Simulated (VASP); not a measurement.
## Lu: single point with PBE

The system is Lu.

```
CELL_PARAMETERS angstrom
3.57585 0.00000 0.00000
-1.78792 3.09678 0.00000
0.00000 0.00000 5.56844
ATOMIC_POSITIONS crystal
Lu 0.33333 0.66667 0.25000
Lu 0.66667 0.33333 0.75000
```

| Item | Value |
| --- | --- |
| Program | VASP 6.6.1 |
| Task | single point |
| Functional | PBE |
| Potentials or basis | VASP PAW PBE potentials, release 64 (Lu) |
| Cutoff | 520 eV |
| k mesh | 15 × 15 × 8 |
| Occupations | gaussian, width 0.1 eV |
| Spin | no spin polarisation |

| Property | Result |
| --- | --- |
| Pressure | -2.4 GPa |
| Band gap on the k mesh | zero (bands 25 and 26 overlap by 1.77 eV) |

Stress tensor (GPa, compression positive):
```
-2.42  0.00  0.00
 0.00 -2.42  0.00
 0.00  0.00 -2.30
```

Levels at points of the mesh, in eV from the Fermi level:
```csv
k point,band 23,band 24,band 25,band 26,band 27,band 28
"(0.00, 0.00, 0.00)",-4.97,-2.28,0.53,2.13,2.13,2.56
"(0.00, 0.00, 0.50)",-4.27,-4.27,1.21,1.21,2.04,2.04
```

Wall time 7.8 min on 1 thread of Oxide Virtual Turin-like Processor, on a shared host, peak memory 0.31 GiB.

Caveat: spin-orbit coupling is left out, which moves the levels of the heavy elements.
